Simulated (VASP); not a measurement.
Here is a VASP 6.6.1 calculation.

Contents of POSCAR:

```
P
1.0
    3.2564229901      0.0000000000      0.0000000000
    0.0000000000      4.6348897382      0.0000000000
    0.0000000000      0.0000000000     18.0000000000
P
4
Direct
    0.0000000000      0.0909721226      0.5579705392
    0.5000000000      0.4090278774      0.5579705392
    0.0000000000      0.9090278774      0.4420294608
    0.5000000000      0.5909721226      0.4420294608
```

The input INCAR.step1:

```
SYSTEM = P
ALGO = Normal ; EDIFF = 1E-5
ENCUT = 440 ; GGA = PE
GGA_COMPAT = .FALSE. ; ISMEAR = 0
LASPH = .TRUE. ; LCHARG = .FALSE.
LREAL = .FALSE. ; LWAVE = .TRUE.
NBANDS = 18 ; NELM = 120
NELMDL = -8 ; PREC = Accurate
SIGMA = 0.01
```

File INCAR.step2:

```
SYSTEM = P
ALGO = Normal ; EDIFF = 1E-6
ENCUT = 440 ; GGA_COMPAT = .FALSE.
ISIF = 2 ; ISMEAR = 0
ISTART = 1 ; LASPH = .TRUE.
LCHARG = .FALSE. ; LMIXTAU = .TRUE.
LREAL = .FALSE. ; LWAVE = .FALSE.
METAGGA = R2SCAN ; NBANDS = 18
NELM = 120 ; PREC = Accurate
SIGMA = 0.01
```

Contents of KPOINTS:

```
k-points
0
G
  14 10 1
  0 0 0
```

Potentials or basis: VASP PAW PBE potentials, release 64 (P).

Launch:

```sh
$ cat potpaw_PBE.64/P/POTCAR > POTCAR
$ cp INCAR.step1 INCAR
$ mpirun -np 1 vasp_std > vasp.out
$ cp INCAR.step2 INCAR
$ mpirun -np 1 vasp_std > vasp.out
```

Task: Predict the largest force.

Result: 0.102 eV/Å.

Task: What does it give for the band gap on the k mesh?

Result: 1.05 eV.

Forces on the atoms (eV/Å):
```
P    0.000  0.083 -0.059
P    0.000 -0.083 -0.059
P    0.000 -0.083  0.059
P    0.000  0.083  0.059
```

Caveat: the PAW data sets were made with another functional, which shifts forces and pressure a little.
